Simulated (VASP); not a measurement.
# GaSb (CsCl type) (Pm-3m) in VASP: notebook

GaSb (CsCl type) is run at these levels: PBE; tasks: single point.

All numbers are computed with VASP 6.6.1; they aren't measurements. Logs are shortened: lines on timing, memory, paths and dates and some standing lists are left out, and cuts for length are marked.

### 1 The cell of the first run

The structure is cubic, space group Pm-3m (No. 221). Conventional cell: a = 3.538 Å, b = 3.538 Å, c = 3.538 Å, α = 90.00°, β = 90.00°, γ = 90.00°. Ga (site symmetry m-3m) has 8 Sb at 3.06 Å and 6 Ga at 3.54 Å within 4.0 Å. Sb (site symmetry m-3m) has 8 Ga at 3.06 Å and 6 Sb at 3.54 Å within 4.0 Å.

### 2 Single point, PBE (volume scaled by 0.94)

The input, INCAR:

```
SYSTEM = GaSb
PREC     = Accurate       ! precision mode
ENCUT    = 520            ! plane-wave cutoff, eV
EDIFF    = 1E-6           ! SCF threshold, eV
ISMEAR   = -1             ! smearing method
SIGMA    = 0.1            ! smearing width, eV
LREAL    = .FALSE.        ! projectors in reciprocal space
LASPH    = .TRUE.         ! aspherical terms in the spheres
NELM     = 80             ! most SCF steps
ALGO     = Normal         ! electronic algorithm
ISIF     = 2              ! what is computed and relaxed
LWAVE    = .FALSE.        ! write WAVECAR
LCHARG   = .FALSE.        ! write CHGCAR
GGA      = PE             ! functional
NBANDS   = 16             ! bands
```

The input, KPOINTS:

```
Automatic mesh
0
G
  13 13 13
  0 0 0
```

The input, POSCAR:

```
GaSb
1.0
    3.5384612971      0.0000000000      0.0000000000
    0.0000000000      3.5384612971      0.0000000000
    0.0000000000      0.0000000000      3.5384612971
Ga Sb
1 1
Direct
    0.0000000000      0.0000000000      0.0000000000
    0.5000000000      0.5000000000      0.5000000000
```

Potentials or basis: VASP PAW PBE potentials, release 64 (Ga_d, Sb).

The run is started by

```sh
$ cat potpaw_PBE.64/Ga_d/POTCAR potpaw_PBE.64/Sb/POTCAR > POTCAR
$ mpirun -np 1 vasp_std > vasp.out
```

OUTCAR:

```text
SYSTEM = GaSb
   PREC = Accurate
   ENCUT = 520
   EDIFF = 1E-6
   ISMEAR = -1
   LREAL = .FALSE.
   LASPH = .TRUE.
   NELM = 80
   ISIF = 2
   GGA = PE

 ion  position               nearest neighbor table
   1  0.000  0.000  0.000-   2 3.06   2 3.06   2 3.06   2 3.06   2 3.06   2 3.06   2 3.06   2 3.06

   2  0.500  0.500  0.500-   1 3.06   1 3.06   1 3.06   1 3.06   1 3.06   1 3.06   1 3.06   1 3.06

  LATTYP: Found a simple cubic cell.
 ALAT       =     3.5384612971

  Lattice vectors:

 A1 = (   3.5384612971,   0.0000000000,   0.0000000000)
 A2 = (   0.0000000000,   3.5384612971,   0.0000000000)
 A3 = (   0.0000000000,   0.0000000000,   3.5384612971)

Analysis of symmetry for initial positions (statically):
=====================================================================
 Subroutine PRICEL returns:
 Original cell was already a primitive cell.

 Routine SETGRP: Setting up the symmetry group for a
 simple cubic supercell.

 Subroutine GETGRP returns: Found 48 space group operations
[... 9 lines left out ...]

 Routine SETGRP: Setting up the symmetry group for a
 simple cubic supercell.

 Subroutine GETGRP returns: Found 48 space group operations
[... 11 lines left out ...]
                                     Primitive cell

  volume of cell :      44.3040

  direct lattice vectors                    reciprocal lattice vectors
     3.538461297  0.000000000  0.000000000     0.282608715  0.000000000  0.000000000
     0.000000000  3.538461297  0.000000000     0.000000000  0.282608715  0.000000000
     0.000000000  0.000000000  3.538461297     0.000000000  0.000000000  0.282608715

  length of vectors
     3.538461297  3.538461297  3.538461297     0.282608715  0.282608715  0.282608715

  position of ions in fractional coordinates (direct lattice)
     0.000000000  0.000000000  0.000000000
     0.500000000  0.500000000  0.500000000

  ion indices of the primitive-cell ions
   primitive index   ion index
                 1           1
                 2           2

----------------------------------------------------------------------------------------

 KPOINTS: Automatic mesh

Automatic generation of k-mesh.
 Grid dimensions read from file:
 generate k-points for:   13   13   13

 Generating k-lattice:

  Cartesian coordinates                     Fractional coordinates (reciprocal lattice)
     0.021739132  0.000000000  0.000000000     0.076923077  0.000000000  0.000000000
     0.000000000  0.021739132  0.000000000     0.000000000  0.076923077  0.000000000
     0.000000000  0.000000000  0.021739132     0.000000000  0.000000000  0.076923077

  Length of vectors
     0.021739132  0.021739132  0.021739132

  Shift w.r.t. Gamma in fractional coordinates (k-lattice)
     0.000000000  0.000000000  0.000000000

 Subroutine IBZKPT returns following result:
 ===========================================

 Found     84 irreducible k-points:

 Following reciprocal coordinates:
            Coordinates               Weight
  0.000000  0.000000  0.000000      1.000000
  0.076923  0.000000  0.000000      6.000000
  0.153846  0.000000  0.000000      6.000000
  0.230769  0.000000  0.000000      6.000000
  0.307692  0.000000  0.000000      6.000000
  0.384615  0.000000  0.000000      6.000000
[... 16 lines left out ...]
  0.307692  0.307692  0.000000     12.000000
  0.384615  0.307692  0.000000     24.000000
 [... further k-points ...]
   k-points           NKPTS =     84   k-points in BZ     NKDIM =     84   number of bands    NBANDS=     16
   number of dos      NEDOS =    301   number of ions     NIONS =      2
   total plane-waves  NPLWV =  21952
   dimension x,y,z NGX =    28 NGY =   28 NGZ =   28
   dimension x,y,z NGXF=    56 NGYF=   56 NGZF=   56
   ions per type =               1   1
   NGX,Y,Z   is equivalent  to a cutoff of  13.16, 13.16, 13.16 a.u.
   NGXF,Y,Z  is equivalent  to a cutoff of  26.31, 26.31, 26.31 a.u.
 SYSTEM =  GaSb
   PREC   = accura    normal or accurate (medium, high low for compatibility)
   ISTART =      0    job   : 0-new  1-cont  2-samecut
   ICHARG =      2    charge: 1-file 2-atom 10-const
   ISPIN  =      1    spin polarized calculation?
   LNONCOLLINEAR =      F non collinear calculations
   LSORBIT =      F    spin-orbit coupling
   LASPH  =      T    aspherical Exc in radial PAW
   ENCUT  =  520.0 eV  38.22 Ry    6.18 a.u.   6.58  6.58  6.58*2*pi/ulx,y,z
   NELM   =     80;   NELMIN=  2; NELMDL= -5     # of ELM steps
   EDIFF  = 0.1E-05   stopping-criterion for ELM
   LREAL  =      F    real-space projection
[... 7 lines left out ...]
   TEBEG  =    0.0;   TEEND  =   0.0 temperature during run
   PSTRESS=    0.0 pullay stress
   NELECT =      18.0000    total number of electrons
   NUPDOWN=      -1.0000    fix difference up-down
   EMIN   =  10.00;   EMAX   =-10.00  energy-range for DOS
   EFERMI =   0.00;   METHOD = LEGACY
   ISMEAR =    -1;   SIGMA  =   0.10  broadening in eV -4-tet -1-fermi 0-gaus
   EFERMI_NEDOS =   21; number of points for ismear=-14 and -15
   IALGO  =     38    algorithm
   IMIX   =      4    mixing-type and parameters
     AMIX     =   0.40;   BMIX     =  1.00
     AMIX_MAG =   1.60;   BMIX_MAG =  1.00
  volume/ion in A,a.u.               =      22.15       149.49
  Fermi-wavevector in a.u.,A,eV,Ry     =   1.212508  2.291308 20.002948  1.470175
  Thomas-Fermi vector in A             =   2.347990
   LORBIT       =      0    0 simple, 1 ext, 2 COOP (PROOUT), +10 PAW based schemes
   GGA     = PE    functional components
   LHFCALC =     F    Hartree Fock is set to
   AEXX    =    0.0000 exact exchange contribution
   IVDW    =     0    specifies the selected vdW correction
   LEPSILON=     F    determine dielectric tensor
   LRPA    =     F    only Hartree local field effects (RPA)
 non-spin polarized calculation
  energy-cutoff  :      520.00
  volume of cell :       44.30
 maximum number of plane-waves:      1215
 NGX is ok and might be reduce to    28
   NGX = 13   NGY = 13   NGZ = 13

 number of electron      18.0000020 magnetization

 Free energy of the ion-electron system (eV)
  ---------------------------------------------------
  ext. energy  EPLUGINS =         0.00000000
  ---------------------------------------------------
  free energy    TOTEN  =        -6.77288597 eV

  energy without entropy =       -6.73213086  energy(sigma->0) =       -6.75250841

 E-fermi :   7.6752     XC(G=0): -10.7078

 val. band max:        7.6643313651   @ k =   0.3077   0.0769   0.0769
 cond. band min:       7.7040248743   @ k =   0.4615   0.2308   0.1538
 fundamental gap:      0.0396935092
 Fermi energy:         7.6752031849

 k-point     1 :       0.0000    0.0000    0.0000
  band No.  band energies     occupation
      1      -7.2477      2.00000
      2      -7.2477      2.00000
      3      -7.1901      2.00000
      4      -7.1901      2.00000
      5      -7.1901      2.00000
      6      -4.8737      2.00000
[... 8 lines left out ...]
     15      16.7821      0.00000
     16      20.7250      0.00000

 k-point     2 :       0.0769    0.0000    0.0000
  band No.  band energies     occupation
      1      -7.2475      2.00000
      2      -7.2445      2.00000
      3      -7.1918      2.00000
      4      -7.1918      2.00000
      5      -7.1901      2.00000
      6      -4.8047      2.00000
[... 8 lines left out ...]
     15      16.4331      0.00000
     16      20.4396      0.00000

 k-point     3 :       0.1538    0.0000    0.0000
  band No.  band energies     occupation
      1      -7.2468      2.00000
      2      -7.2358      2.00000
      3      -7.1963      2.00000
      4      -7.1963      2.00000
      5      -7.1899      2.00000
      6      -4.5990      2.00000
[... 8 lines left out ...]
     15      15.5529      0.00000
     16      19.2091      0.00000

 k-point     4 :       0.2308    0.0000    0.0000
  band No.  band energies     occupation
      1      -7.2457      2.00000
      2      -7.2236      2.00000
      3      -7.2027      2.00000
      4      -7.2027      2.00000
      5      -7.1897      2.00000
      6      -4.2611      2.00000
[... 8 lines left out ...]
     15      15.5018      0.00000
     16      17.9076      0.00000

 k-point     5 :       0.3077    0.0000    0.0000
  band No.  band energies     occupation
      1      -7.2447      2.00000
      2      -7.2109      2.00000
      3      -7.2094      2.00000
      4      -7.2094      2.00000
      5      -7.1895      2.00000
      6      -3.8043      2.00000
[... 8 lines left out ...]
     15      16.7332      0.00000
     16      17.5148      0.00000

 k-point     6 :       0.3846    0.0000    0.0000
  band No.  band energies     occupation
      1      -7.2437      2.00000
      2      -7.2150      2.00000
      3      -7.2150      2.00000
      4      -7.2006      2.00000
      5      -7.1893      2.00000
      6      -3.2693      2.00000
[... 8 lines left out ...]
     15      15.6984      0.00000
     16      19.6538      0.00000
[... 267 lines left out ...]
 k-point    21 :       0.3846    0.2308    0.0000
  band No.  band energies     occupation
      1      -7.2455      2.00000
      2      -7.2281      2.00000
      3      -7.2116      2.00000
      4      -7.1986      2.00000
      5      -7.1853      2.00000
      6      -2.6532      2.00000
[... 8 lines left out ...]
     15      17.9078      0.00000
     16      17.9390      0.00000

 k-point    22 :       0.4615    0.2308    0.0000
  band No.  band energies     occupation
      1      -7.2505      2.00000
      2      -7.2272      2.00000
      3      -7.2142      2.00000
      4      -7.1982      2.00000
      5      -7.1793      2.00000
      6      -2.1990      2.00000
[... 8 lines left out ...]
     15      18.0596      0.00000
     16      18.4514      0.00000

 k-point    23 :       0.3077    0.3077    0.0000
  band No.  band energies     occupation
      1      -7.2501      2.00000
      2      -7.2253      2.00000
      3      -7.2068      2.00000
      4      -7.2033      2.00000
      5      -7.1845      2.00000
      6      -2.7296      2.00000
[... 8 lines left out ...]
     15      17.1456      0.00000
     16      17.8237      0.00000

 k-point    24 :       0.3846    0.3077    0.0000
  band No.  band energies     occupation
      1      -7.2609      2.00000
      2      -7.2226      2.00000
      3      -7.2098      2.00000
      4      -7.2035      2.00000
      5      -7.1743      2.00000
      6      -2.2069      2.00000
[... 8 lines left out ...]
     15      17.1125      0.00000
     16      18.2615      0.00000

 [... further k-points ...]

------------------------ aborting loop because EDIFF is reached ----------------------------------------

  FORCE on cell =-STRESS in cart. coord.  units (eV):
  Direction    XX          YY          ZZ          XY          YZ          ZX
  --------------------------------------------------------------------------------------
  -------------------------------------------------------------------------------------
  Total        0.9749245      0.9749245      0.9749245     -0.0000000     -0.0000000     -0.0000000
  in kB       35.2564196     35.2564196     35.2564196     -0.0000000     -0.0000000     -0.0000000
  external PRESSURE =      35.2564196 kB  Pullay stress =       0.0000000 kB

 VOLUME and BASIS-vectors are now :
 -----------------------------------------------------------------------------
  energy-cutoff  :      520.00
  volume of cell :       44.30
      direct lattice vectors                 reciprocal lattice vectors
     3.538461297  0.000000000  0.000000000     0.282608715  0.000000000  0.000000000
     0.000000000  3.538461297  0.000000000     0.000000000  0.282608715  0.000000000
     0.000000000  0.000000000  3.538461297     0.000000000  0.000000000  0.282608715

 POSITION                                       TOTAL-FORCE (eV/Angst)
 -----------------------------------------------------------------------------------
      0.00000      0.00000      0.00000         0.000000      0.000000      0.000000
      1.76923      1.76923      1.76923         0.000000      0.000000      0.000000
 -----------------------------------------------------------------------------------
    total drift:                               -0.000000     -0.000000     -0.000000

  FREE ENERGIE OF THE ION-ELECTRON SYSTEM (eV)
  ---------------------------------------------------
  free  energy   TOTEN  =        -6.7728859660 eV

  energy  without entropy=       -6.7321308607  energy(sigma->0) =       -6.75250841
```

Run time: 29 s. Hardware: 1 thread of Intel Xeon Platinum 8375C at 2.90GHz (Ice Lake), shared host; peak memory 0.2 GiB.

What came out:

| Quantity | Value |
| --- | --- |
| Free energy | -6.7729 eV |
| Pressure | 3.5 GPa |
| Band gap on the k mesh | zero (band 9 reaches 9.40 eV, above the bottom of band 10 at 5.03 eV) |

Levels at points of the mesh, in eV from the Fermi level:
```tsv
k point	band 7	band 8	band 9	band 10	band 11	band 12
(0.00, 0.00, 0.00)	-1.87	-0.62	-0.62	-0.62	4.01	4.01
```

Caveat: the cell differs from its parent crystal (volume scaled by 0.94); spin-orbit coupling is left out, which moves the levels of the heavy elements.

### 3 Single point, PBE

This run uses another cell than the first one, of 23.57 Å³/atom, 1.064 times its volume.

The input, INCAR:

```
SYSTEM = GaSb
PREC = Accurate
ENCUT = 520
EDIFF = 1E-7
ISMEAR = -1
SIGMA = 0.1
LREAL = .False.
LASPH = .True.
NELM = 80
ALGO = Normal
ISIF = 2
LWAVE = .False.
LCHARG = .False.
GGA = PE
NBANDS = 16
```

The input, KPOINTS:

```
Automatic mesh
0
Gamma
  13 13 13
  0 0 0
```

The input, POSCAR:

```
GaSb
1.0
    3.6122003626      0.0000000000      0.0000000000
    0.0000000000      3.6122003626      0.0000000000
    0.0000000000      0.0000000000      3.6122003626
Ga Sb
1 1
Direct
    0.0000000000      0.0000000000      0.0000000000
    0.5000000000      0.5000000000      0.5000000000
```

Potentials or basis: VASP PAW PBE potentials, release 64 (Ga_d, Sb).

The run is started by

```sh
$ cat potpaw_PBE.64/Ga_d/POTCAR potpaw_PBE.64/Sb/POTCAR > POTCAR
$ mpirun -np 1 vasp_std > vasp.out
```

Wall time 34 s (1 thread of Intel Xeon Platinum 8375C at 2.90GHz (Ice Lake), shared host); peak memory 0.2 GiB.

The run converged. Its results:

```
Free energy            : -6.8028 eV
Pressure               : 0.0 GPa
Band gap on the k mesh : zero (band 9 reaches 8.56 eV, above the bottom of band 10 at 4.50 eV)
```

Levels at points of the mesh, in eV from the Fermi level:
```tsv
k point	band 5	band 6	band 7	band 8	band 9	band 10	band 11	band 12	band 13	band 14
(0.00, 0.00, 0.00)	-14.80	-12.06	-2.20	-0.54	-0.54	-0.54	4.08	4.08	8.54	8.54
```

Caveat: spin-orbit coupling is left out, which moves the levels of the heavy elements.
